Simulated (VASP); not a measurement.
ZrC3:

```
Zr C
1.0
     3.54653    0.00000    0.00000
    -1.77326    3.07138    0.00000
     0.00000    0.00000    3.74299
Zr C
1 3
Direct
  0.00000 0.00000 0.00000
  0.00000 0.00000 0.50000
  0.33333 0.66667 0.00000
  0.66667 0.33333 0.00000
```

```yaml
Program: VASP 6.6.1
Task: relaxation of cell and atoms
Functional: PBE
Potentials_or_basis: VASP PAW PBE potentials, release 64 (Zr_sv, C)
Cutoff: 600 eV
k_mesh: 6 × 6 × 4
Occupations: gaussian, width 0.1 eV
Spin: no spin polarisation
```

At the start: pressure 84.8 GPa; volume 10.19 Å³/atom.

Q: Where does the relaxation end?

A: Over 6 steps the energy falls by 1043.0 meV/atom and the volume is 15.35 Å³/atom (+50.6 %); space group P6/mmm (No. 191, to 0.1 Å) before and after.

Step by step:
```csv
step,energy change (eV),largest force (eV/Å),pressure (GPa),volume (Å³)
1,0.0000,0.0000,84.84,40.77
2,-2.6866,0.0000,-18.91,81.63
3,-4.1490,0.0000,-0.63,61.82
4,-4.1493,0.0000,0.21,61.34
5,-4.1707,0.0000,-0.05,61.39
6,-4.1718,0.0000,-0.04,61.39
```

Final structure:
```yaml
crystal:
  lattice:
    - [4.01942, 0.00000, 0.00000]
    - [-2.00971, 3.48092, 0.00000]
    - [0.00000, 0.00000, 4.38757]
  atoms:
    - { symbol: Zr, position: [0.00000, 0.00000, 0.00000] }
    - { symbol: C, position: [0.00000, 0.00000, 0.50000] }
    - { symbol: C, position: [0.33333, 0.66667, 0.00000] }
    - { symbol: C, position: [0.66667, 0.33333, 0.00000] }
```

Caveat: the k points lie up to 0.36 Å⁻¹ apart in the final cell, too coarse for converged energies and pressures of a metal; the volume moved by over 15 % at a fixed basis, so the end points are rough.
